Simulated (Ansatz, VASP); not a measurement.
**One calculation of CoO, two programs**

The input INCAR:

```
ALGO = Normal ; EDIFF = 1E-6
ENCUT = 520 ; GGA = PE
ISIF = 2 ; ISMEAR = 0
ISPIN = 2 ; LASPH = True
LCHARG = False ; LDAU = True
LDAUJ = 0 0 ; LDAUL = 2 -1
LDAUPRINT = 1 ; LDAUTYPE = 2
LDAUU = 3.32 0 ; LMAXMIX = 4
LORBIT = 11 ; LREAL = False
LWAVE = False ; MAGMOM = 3 0
NBANDS = 18 ; NELM = 150
PREC = Accurate ; SIGMA = 0.02
```

KPOINTS

```
k-points
0
Gamma
  10 10 10
```

Contents of POSCAR:

```
CoO
1.0
    2.6612513074      0.0000000000      0.0000000000
    0.0000000000      2.6612513074      0.0000000000
    0.0000000000      0.0000000000      2.6612513074
Co O
1 1
Direct
    0.0000000000      0.0000000000      0.0000000000
    0.5000000000      0.5000000000      0.5000000000
```

Input for Ansatz:

```yaml
crystal:
  lattice:
    - [2.6612513074, 0.0, 0.0]
    - [0.0, 2.6612513074, 0.0]
    - [0.0, 0.0, 2.6612513074]
  atoms:
    - { symbol: Co, position: [0.0, 0.0, 0.0], spin: 3.0 }
    - { symbol: O, position: [0.5, 0.5, 0.5] }
basis:
  ecutwfc: 420
kpoints:
  mp_grid: { grid: [10, 10, 10] }
hamiltonian:
  xc: pbe
  hubbard: { sites: [{ species: Co, l: d, u_eff: 3.32 }] }
scf:
  occupations: { method: gaussian, width: 0.02 }
output:
  forces: true
  stress: true
  eigenvalues: true
  populations: true
magnetization:
  spin_polarized: true
```

Alike in both runs: task single point; functional PBE; k mesh 10 × 10 × 10; occupations gaussian, width 0.02 eV; collinear spin; Hubbard terms Co d U = 3.32 eV.

```csv
,VASP,Ansatz
version,VASP 6.6.1,Ansatz 0.2.0
potentials or method,"VASP PAW PBE potentials, release 64 (Co, O), cutoff 520 eV","scalar-relativistic, plane waves, PAW"
valence electrons in the cell,15,23
```

Ansatz gave:

| Property | Result |
| --- | --- |
| gap on the k mesh at the Fermi level (eV) | 0.87 |
| least direct gap on the mesh (eV) | 1.63 |
| pressure (GPa) | 0.0 |
| net moment per atom (μB) | 1.50 |
| size of the moment on the site where the two differ most (μB) | 2.61 |

Question: What did VASP give for the same quantities?

Answer: gap on the k mesh at the Fermi level (eV): 1.03; least direct gap on the mesh (eV): 1.61; pressure (GPa): -3.8; net moment per atom (μB): 1.50; size of the moment on the site where the two differ most (μB): 2.69.

Site moments also hang on the region over which each program counts them. The programs project onto different local orbitals, so the same U acts differently, and such runs can settle in different states. VASP's potentials hold 15 valence electrons a cell and Ansatz's 23, so a difference there can come from the potentials and not from the codes.
